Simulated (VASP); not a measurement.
# Sr (P6_3/mmc) in VASP: further runs

The runs below take Sr through single point, with PBEsol.

Everything below comes from runs of VASP 6.6.1. Logs are shortened: lines on timing, memory, paths and dates and some standing lists are left out, and cuts for length are marked.

## (1) The cell of the first run

It takes space group P6_3/mmc (No. 194, hexagonal). Conventional cell: a = 4.236 Å, b = 4.236 Å, c = 6.947 Å, α = 90.00°, β = 90.00°, γ = 120.00°. Within 5.6 Å of Sr (site symmetry -6m2) lie 12 Sr at 4.24 to 4.25 Å.

This isn't the form of Sr at room conditions, which is fcc.

## (2) Single point, PBEsol (equal strain along all axes, cell held: +1.0 %)

INCAR reads:

```
SYSTEM = Sr
ALGO = Fast
EDIFF = 1E-7
ENCUT = 520
GGA = PS
ISIF = 2
ISMEAR = 0
LASPH = .TRUE.
LCHARG = .TRUE.
LELF = .TRUE.
LREAL = .FALSE.
LVHAR = .TRUE.
LWAVE = .FALSE.
NBANDS = 17
NELM = 100
PREC = Accurate
SIGMA = 0.1
```

KPOINTS reads:

```
k-points
0
G
  12 12 8
  0 0 0
```

POSCAR reads:

```
Sr
1.0
    4.2364827052      0.0000000000      0.0000000000
   -2.1182413526      3.6689016454      0.0000000000
    0.0000000000      0.0000000000      6.9473105161
Sr
2
Direct
    0.3333333333      0.6666666667      0.2500000000
    0.6666666667      0.3333333333      0.7500000000
```

Potentials or basis: VASP PAW PBE potentials, release 64 (Sr_sv).

The run is started by

```console
> cat potpaw_PBE.64/Sr_sv/POTCAR > POTCAR
> mpirun -np 1 vasp_std > vasp.out
```

OUTCAR:

```text
SYSTEM = Sr
   EDIFF = 1E-7
   ENCUT = 520
   GGA = PS
   ISIF = 2
   ISMEAR = 0
   LASPH = .TRUE.
   LREAL = .FALSE.
   NELM = 100
   PREC = Accurate

 ion  position               nearest neighbor table
   1  0.333  0.667  0.250-   2 4.25   2 4.25   2 4.25   2 4.25   2 4.25   2 4.25
   2  0.667  0.333  0.750-   1 4.25   1 4.25   1 4.25   1 4.25   1 4.25   1 4.25

  LATTYP: Found a hexagonal cell.
 ALAT       =     4.2364827052
 C/A-ratio  =     1.6398769922

  Lattice vectors:

 A1 = (   4.2364827052,   0.0000000000,   0.0000000000)
 A2 = (  -2.1182413526,   3.6689016454,   0.0000000000)
 A3 = (   0.0000000000,   0.0000000000,   6.9473105161)

Analysis of symmetry for initial positions (statically):
=====================================================================
 Subroutine PRICEL returns:
 Original cell was already a primitive cell.

 Routine SETGRP: Setting up the symmetry group for a
 hexagonal supercell.

 Subroutine GETGRP returns: Found 24 space group operations
 (whereof 12 operations were pure point group operations)
 out of a pool of 24 trial point group operations.

The static configuration has the point symmetry D_3d.
 The point group associated with its full space group is D_6h.

Analysis of symmetry for dynamics (positions and initial velocities):
=====================================================================
 Subroutine PRICEL returns:
 Original cell was already a primitive cell.

 Routine SETGRP: Setting up the symmetry group for a
 hexagonal supercell.

 Subroutine GETGRP returns: Found 24 space group operations
 (whereof 12 operations were pure point group operations)
 out of a pool of 24 trial point group operations.

The dynamic configuration has the point symmetry D_3d.
 The point group associated with its full space group is D_6h.

 Subroutine INISYM returns: Found 24 space group operations
 (whereof 12 operations are pure point group operations),
 and found     1 'primitive' translations

----------------------------------------------------------------------------------------

                                     Primitive cell

  volume of cell :     107.9837

  direct lattice vectors                    reciprocal lattice vectors
     4.236482705  0.000000000  0.000000000     0.236044868  0.136280568  0.000000000
    -2.118241353  3.668901645  0.000000000     0.000000000  0.272561136  0.000000000
     0.000000000  0.000000000  6.947310516     0.000000000  0.000000000  0.143940594

  length of vectors
     4.236482705  4.236482705  6.947310516     0.272561136  0.272561136  0.143940594

  position of ions in fractional coordinates (direct lattice)
     0.333333333  0.666666667  0.250000000
     0.666666667  0.333333333  0.750000000

  ion indices of the primitive-cell ions
   primitive index   ion index
                 1           1
                 2           2

----------------------------------------------------------------------------------------

 KPOINTS: k-points

Automatic generation of k-mesh.
 Grid dimensions read from file:
 generate k-points for:   12   12    8

 Generating k-lattice:

  Cartesian coordinates                     Fractional coordinates (reciprocal lattice)
     0.019670406  0.011356714  0.000000000     0.083333333  0.000000000  0.000000000
     0.000000000  0.022713428  0.000000000     0.000000000  0.083333333  0.000000000
     0.000000000  0.000000000  0.017992574     0.000000000  0.000000000  0.125000000

  Length of vectors
     0.022713428  0.022713428  0.017992574

  Shift w.r.t. Gamma in fractional coordinates (k-lattice)
     0.000000000  0.000000000  0.000000000

 Subroutine IBZKPT returns following result:
 ===========================================

 Found     95 irreducible k-points:

 Following reciprocal coordinates:
            Coordinates               Weight
  0.000000  0.000000  0.000000      1.000000
  0.083333  0.000000  0.000000      6.000000
  0.166667  0.000000  0.000000      6.000000
  0.250000 -0.000000  0.000000      6.000000
  0.333333 -0.000000  0.000000      6.000000
  0.416667  0.000000  0.000000      6.000000
[... 16 lines left out ...]
  0.250000 -0.000000  0.125000     12.000000
  0.333333 -0.000000  0.125000     12.000000
 [... further k-points ...]
   k-points           NKPTS =     95   k-points in BZ     NKDIM =     95   number of bands    NBANDS=     17
   number of dos      NEDOS =    301   number of ions     NIONS =      2
   total plane-waves  NPLWV =  55296
   dimension x,y,z NGX =    32 NGY =   32 NGZ =   54
   dimension x,y,z NGXF=    64 NGYF=   64 NGZF=  108
   ions per type =               2
   NGX,Y,Z   is equivalent  to a cutoff of  12.56, 12.56, 12.92 a.u.
   NGXF,Y,Z  is equivalent  to a cutoff of  25.11, 25.11, 25.84 a.u.
 SYSTEM =  Sr
   PREC   = accura    normal or accurate (medium, high low for compatibility)
   ISTART =      0    job   : 0-new  1-cont  2-samecut
   ICHARG =      2    charge: 1-file 2-atom 10-const
   ISPIN  =      1    spin polarized calculation?
   LNONCOLLINEAR =      F non collinear calculations
   LSORBIT =      F    spin-orbit coupling
   LASPH  =      T    aspherical Exc in radial PAW
   ENCUT  =  520.0 eV  38.22 Ry    6.18 a.u.   7.88  7.88 12.92*2*pi/ulx,y,z
   NELM   =    100;   NELMIN=  2; NELMDL= -5     # of ELM steps
   EDIFF  = 0.1E-06   stopping-criterion for ELM
   LREAL  =      F    real-space projection
   EDIFFG = 0.1E-05   stopping-criterion for IOM
   NSW    =      0    number of steps for IOM
   IBRION =     -1    ionic relax: 0-MD 1-quasi-New 2-CG
   NFREE  =      0    steps in history (QN), initial steepest desc. (CG)
   ISIF   =      2    stress and relaxation
   ISYM   =      2    0-nonsym 1-usesym 2-fastsym
   POTIM  = 0.5000    time-step for ionic-motion
   TEBEG  =    0.0;   TEEND  =   0.0 temperature during run
   PSTRESS=    0.0 pullay stress
   NELECT =      20.0000    total number of electrons
   NUPDOWN=      -1.0000    fix difference up-down
   EMIN   =  10.00;   EMAX   =-10.00  energy-range for DOS
   EFERMI =   0.00;   METHOD = LEGACY
   ISMEAR =     0;   SIGMA  =   0.10  broadening in eV -4-tet -1-fermi 0-gaus
   EFERMI_NEDOS =   21; number of points for ismear=-14 and -15
   IALGO  =     68    algorithm
   IMIX   =      4    mixing-type and parameters
     AMIX     =   0.40;   BMIX     =  1.00
     AMIX_MAG =   1.60;   BMIX_MAG =  1.00
  volume/ion in A,a.u.               =      53.99       364.35
  Fermi-wavevector in a.u.,A,eV,Ry     =   0.933180  1.763455 11.848292  0.870825
  Thomas-Fermi vector in A             =   2.059855
   LORBIT       =      0    0 simple, 1 ext, 2 COOP (PROOUT), +10 PAW based schemes
   GGA     = PS    functional components
   LHFCALC =     F    Hartree Fock is set to
   AEXX    =    0.0000 exact exchange contribution
   IVDW    =     0    specifies the selected vdW correction
   LEPSILON=     F    determine dielectric tensor
   LRPA    =     F    only Hartree local field effects (RPA)
 non-spin polarized calculation
 RMM-DIIS sequential band-by-band and
 Gauss-broadening in eV      SIGMA  =   0.10
  energy-cutoff  :      520.00
  volume of cell :      107.98
 maximum number of plane-waves:      2952
 NGX is ok and might be reduce to    32
   NGX = 15   NGY = 15   NGZ = 25

 number of electron      20.0000000 magnetization

 Free energy of the ion-electron system (eV)
  ---------------------------------------------------
  ext. energy  EPLUGINS =         0.00000000
  ---------------------------------------------------
  free energy    TOTEN  =        -3.67329702 eV

  energy without entropy =       -3.66216010  energy(sigma->0) =       -3.66772856

 E-fermi :   1.5841     XC(G=0):  -7.4890

 val. band max:        1.5839396337   @ k =   0.1667   0.0833   0.0000
 cond. band min:       1.5887982676   @ k =   0.1667   0.1667   0.0000
 fundamental gap:      0.0048586339
 Fermi energy:         1.5840881682

 k-point     1 :       0.0000    0.0000    0.0000
  band No.  band energies     occupation
      1     -34.9391      2.00000
      2     -34.9240      2.00000
      3     -17.0462      2.00000
      4     -16.8662      2.00000
      5     -16.8662      2.00000
      6     -16.8378      2.00000
[... 9 lines left out ...]
     16       4.2870      0.00000
     17       4.8271      0.00000

 k-point     2 :       0.0833    0.0000    0.0000
  band No.  band energies     occupation
      1     -34.9382      2.00000
      2     -34.9235      2.00000
      3     -17.0415      2.00000
      4     -16.8772      2.00000
      5     -16.8697      2.00000
      6     -16.8492      2.00000
[... 9 lines left out ...]
     16       4.3840      0.00000
     17       4.6342      0.00000

 k-point     3 :       0.1667    0.0000    0.0000
  band No.  band energies     occupation
      1     -34.9356      2.00000
      2     -34.9223      2.00000
      3     -17.0281      2.00000
      4     -16.9073      2.00000
      5     -16.8800      2.00000
      6     -16.8789      2.00000
[... 9 lines left out ...]
     16       4.3374      0.00000
     17       4.4585      0.00000

 k-point     4 :       0.2500   -0.0000    0.0000
  band No.  band energies     occupation
      1     -34.9319      2.00000
      2     -34.9207      2.00000
      3     -17.0080      2.00000
      4     -16.9487      2.00000
      5     -16.9209      2.00000
      6     -16.8911      2.00000
[... 9 lines left out ...]
     16       4.6781      0.00000
     17       4.6949      0.00000
[... 343 lines left out ...]
      1     -34.9351      2.00000
      2     -34.9228      2.00000
      3     -17.0223      2.00000
      4     -16.9054      2.00000
      5     -16.8846      2.00000
      6     -16.8776      2.00000
[... 9 lines left out ...]
     16       4.4642      0.00000
     17       4.6171      0.00000

 k-point    23 :       0.2500   -0.0000    0.1250
  band No.  band energies     occupation
      1     -34.9315      2.00000
      2     -34.9211      2.00000
      3     -17.0063      2.00000
      4     -16.9442      2.00000
      5     -16.9249      2.00000
      6     -16.8897      2.00000
[... 9 lines left out ...]
     16       4.7046      0.00000
     17       4.7597      0.00000

 k-point    24 :       0.3333   -0.0000    0.1250
  band No.  band energies     occupation
      1     -34.9277      2.00000
      2     -34.9197      2.00000
      3     -17.0034      2.00000
      4     -16.9713      2.00000
      5     -16.9599      2.00000
      6     -16.9014      2.00000
[... 9 lines left out ...]
     16       5.1075      0.00000
     17       5.2473      0.00000

 [... further k-points ...]

------------------------ aborting loop because EDIFF is reached ----------------------------------------

  FORCE on cell =-STRESS in cart. coord.  units (eV):
  Direction    XX          YY          ZZ          XY          YZ          ZX
  --------------------------------------------------------------------------------------
  -------------------------------------------------------------------------------------
  Total       -0.2235939     -0.2235939     -0.2395144      0.0000000     -0.0000000      0.0000000
  in kB       -3.3175101     -3.3175101     -3.5537259      0.0000000     -0.0000000      0.0000000
  external PRESSURE =      -3.3962487 kB  Pullay stress =       0.0000000 kB

 VOLUME and BASIS-vectors are now :
 -----------------------------------------------------------------------------
  energy-cutoff  :      520.00
  volume of cell :      107.98
      direct lattice vectors                 reciprocal lattice vectors
     4.236482705  0.000000000  0.000000000     0.236044868  0.136280568  0.000000000
    -2.118241353  3.668901645  0.000000000     0.000000000  0.272561136  0.000000000
     0.000000000  0.000000000  6.947310516     0.000000000  0.000000000  0.143940594

 POSITION                                       TOTAL-FORCE (eV/Angst)
 -----------------------------------------------------------------------------------
     -0.00000      2.44593      1.73683        -0.000000      0.000000      0.000000
      2.11824      1.22297      5.21048         0.000000     -0.000000     -0.000000
 -----------------------------------------------------------------------------------
    total drift:                               -0.000000      0.000000     -0.000000

  FREE ENERGIE OF THE ION-ELECTRON SYSTEM (eV)
  ---------------------------------------------------
  free  energy   TOTEN  =        -3.6732970219 eV

  energy  without entropy=       -3.6621601035  energy(sigma->0) =       -3.66772856
```

Wall time 4.3 min (1 thread of Intel Xeon 8259CL, shared host); peak memory 0.32 GiB.

What came out:

```
Free energy            : -3.6733 eV
Pressure               : -0.3 GPa
Band gap on the k mesh : zero (bands 10 and 11 overlap by 0.26 eV)
```

Caveat: the cell differs from its parent crystal (equal strain along all axes, cell held: +1.0 %); the PAW data sets were made with another functional, which shifts forces and pressure a little.

## (3) Single point, PBEsol (equal strain along all axes, cell held: +2.0 %)

INCAR reads:

```
ALGO     = Fast           # electronic algorithm
EDIFF    = 1E-6           # SCF threshold, eV
ENCUT    = 520            # plane-wave cutoff, eV
GGA      = PS             # functional
ISIF     = 2              # what is computed and relaxed
ISMEAR   = 0              # smearing method
LASPH    = True           # aspherical terms in the spheres
LCHARG   = False          # write CHGCAR
LREAL    = False          # projectors in reciprocal space
LWAVE    = False          # write WAVECAR
NBANDS   = 17             # bands
NELM     = 80             # most SCF steps
PREC     = Accurate       # precision mode
SIGMA    = 0.1            # smearing width, eV
```

KPOINTS reads:

```
k-points
0
Gamma
  12 12 8
```

POSCAR reads:

```
Sr
1.0
    4.2784280785      0.0000000000      0.0000000000
   -2.1392140392      3.7052274042      0.0000000000
    0.0000000000      0.0000000000      7.0160957687
Sr
2
Direct
    0.3333333333      0.6666666667      0.2500000000
    0.6666666667      0.3333333333      0.7500000000
```

Potentials or basis: VASP PAW PBE potentials, release 64 (Sr_sv).

The run is started by

```console
> cat potpaw_PBE.64/Sr_sv/POTCAR > POTCAR
> mpirun -np 1 vasp_std > vasp.out
```

OUTCAR:

```text
EDIFF = 1E-6
   ENCUT = 520
   GGA = PS
   ISIF = 2
   ISMEAR = 0
   LASPH = True
   LREAL = False
   NELM = 80
   PREC = Accurate

 ion  position               nearest neighbor table
   1  0.333  0.667  0.250-   2 4.29   2 4.29   2 4.29   2 4.29   2 4.29   2 4.29
   2  0.667  0.333  0.750-   1 4.29   1 4.29   1 4.29   1 4.29   1 4.29   1 4.29

  LATTYP: Found a hexagonal cell.
 ALAT       =     4.2784280785
 C/A-ratio  =     1.6398769922

  Lattice vectors:

 A1 = (   4.2784280785,   0.0000000000,   0.0000000000)
 A2 = (  -2.1392140392,   3.7052274042,   0.0000000000)
 A3 = (   0.0000000000,   0.0000000000,   7.0160957687)

Analysis of symmetry for initial positions (statically):
=====================================================================
 Subroutine PRICEL returns:
 Original cell was already a primitive cell.

 Routine SETGRP: Setting up the symmetry group for a
 hexagonal supercell.

 Subroutine GETGRP returns: Found 24 space group operations
 (whereof 12 operations were pure point group operations)
 out of a pool of 24 trial point group operations.

The static configuration has the point symmetry D_3d.
[... 163 lines left out ...]
  energy without entropy =       -3.65267151  energy(sigma->0) =       -3.65800705

 E-fermi :   1.4857     XC(G=0):  -7.3974

 val. band max:        1.4855329475   @ k =   0.1667   0.1667   0.0000
 cond. band min:       1.4942862110   @ k =   0.0833   0.0000   0.0000
 fundamental gap:      0.0087532635
 Fermi energy:         1.4856776173

 k-point     1 :       0.0000    0.0000    0.0000
  band No.  band energies     occupation
      1     -35.0986      2.00000
      2     -35.0855      2.00000
      3     -17.1891      2.00000
      4     -17.0280      2.00000
      5     -17.0280      2.00000
      6     -17.0023      2.00000
[... 457 lines left out ...]
      4     -17.1221      2.00000
      5     -17.1120      2.00000
      6     -17.0597      2.00000
[... 9 lines left out ...]
     16       4.9340      0.00000
     17       5.0751      0.00000

 [... further k-points ...]

------------------------ aborting loop because EDIFF is reached ----------------------------------------

  FORCE on cell =-STRESS in cart. coord.  units (eV):
  Direction    XX          YY          ZZ          XY          YZ          ZX
  --------------------------------------------------------------------------------------
  -------------------------------------------------------------------------------------
  Total       -0.4470176     -0.4470176     -0.4582932     -0.0000000      0.0000000      0.0000000
  in kB       -6.4393294     -6.4393294     -6.6017546     -0.0000000      0.0000000      0.0000000
  external PRESSURE =      -6.4934711 kB  Pullay stress =       0.0000000 kB

 VOLUME and BASIS-vectors are now :
 -----------------------------------------------------------------------------
  energy-cutoff  :      520.00
  volume of cell :      111.22
      direct lattice vectors                 reciprocal lattice vectors
     4.278428079  0.000000000  0.000000000     0.233730702  0.134944484  0.000000000
    -2.139214039  3.705227404  0.000000000     0.000000000  0.269888968  0.000000000
     0.000000000  0.000000000  7.016095769     0.000000000  0.000000000  0.142529411

 POSITION                                       TOTAL-FORCE (eV/Angst)
 -----------------------------------------------------------------------------------
     -0.00000      2.47015      1.75402         0.000000      0.000000      0.000000
      2.13921      1.23508      5.26207        -0.000000      0.000000     -0.000000
 -----------------------------------------------------------------------------------
    total drift:                               -0.000000      0.000000     -0.000000

  FREE ENERGIE OF THE ION-ELECTRON SYSTEM (eV)
  ---------------------------------------------------
  free  energy   TOTEN  =        -3.6633425943 eV

  energy  without entropy=       -3.6526715104  energy(sigma->0) =       -3.65800705
```

stdout:

```text
POSCAR found type information on POSCAR Sr
 POSCAR found :  1 types and       2 ions
 scaLAPACK will be used
 -----------------------------------------------------------------------------
|                                                                             |
|                                                                             |
|     You enforced a specific xc type in the INCAR file but a different       |
|     I HOPE YOU KNOW WHAT YOU ARE DOING!                                     |
|                                                                             |
 -----------------------------------------------------------------------------

 LDA part: xc-table for (Slater+PW92), standard interpolation
 POSCAR, INCAR and KPOINTS ok, starting setup
 FFT: planning ... GRIDC
 FFT: planning ... GRID_SOFT
 FFT: planning ... GRID
 WAVECAR not read
 entering main loop
WARNING in EDDRMM: call to ZHEGV failed, returncode =   8  4     15
WARNING in EDDRMM: call to ZHEGV failed, returncode =   8  4     15
```

It took 3.5 min on 1 thread of Intel Xeon 8259CL, shared host; peak memory 0.33 GiB.

What came out:

| Property | Result |
| --- | --- |
| Free energy | -3.6633 eV |
| Pressure | -0.6 GPa |
| Band gap on the k mesh | zero (bands 10 and 11 overlap by 0.28 eV) |

Levels at points of the mesh, in eV from the Fermi level:
| k point | band 7 | band 8 | band 9 | band 10 | band 11 | band 12 | band 13 | band 14 |
| --- | --- | --- | --- | --- | --- | --- | --- | --- |
| (0.00, 0.00, 0.00) | -18.49 | -18.49 | -3.67 | -1.18 | 0.02 | 2.24 | 2.26 | 2.26 |
| (0.50, 0.00, 0.00) | -18.53 | -18.51 | -1.15 | -0.56 | 0.06 | 0.22 | 1.27 | 1.83 |
| (0.00, 0.00, 0.50) | -18.50 | -18.50 | -2.74 | -2.74 | 1.23 | 1.23 | 2.26 | 2.26 |
| (0.50, 0.00, 0.50) | -18.54 | -18.54 | -0.83 | -0.83 | 0.22 | 0.22 | 1.29 | 1.29 |

Caveat: the cell differs from its parent crystal (equal strain along all axes, cell held: +2.0 %); the PAW data sets were made with another functional, which shifts forces and pressure a little.

(Part 1 of 2 ends here.)
